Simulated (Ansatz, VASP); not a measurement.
# Rh: VASP beside Ansatz

```
Rh
1.0
     2.73098    0.00000    0.00000
    -1.36549    2.36510    0.00000
     0.00000    0.00000    4.42849
Rh
2
Direct
  0.66667 0.33333 0.75000
  0.33333 0.66667 0.25000
```

Alike in both runs: task relaxation of cell and atoms; functional PBEsol; k mesh 14 × 14 × 8; occupations fermi-dirac, width 0.15 eV; no spin polarisation.

```csv
,VASP,Ansatz
version,VASP 6.6.1,Ansatz 0.2.0
potentials or method,"VASP PAW PBE potentials, release 64 (Rh_pv), cutoff 600 eV","plane waves, PAW"
valence electrons in the cell,30,34
```

```csv
,VASP,Ansatz,Ansatz less VASP
relaxed volume (Å³/atom),13.60,13.60,+0.006
relaxed cell length with the largest relative difference (Å),2.691,2.692,+0.0006
```

VASP's potentials were made for PBE, not for PBEsol. VASP's potentials hold 30 valence electrons a cell and Ansatz's 34, so a difference there can come from the potentials and not from the codes.
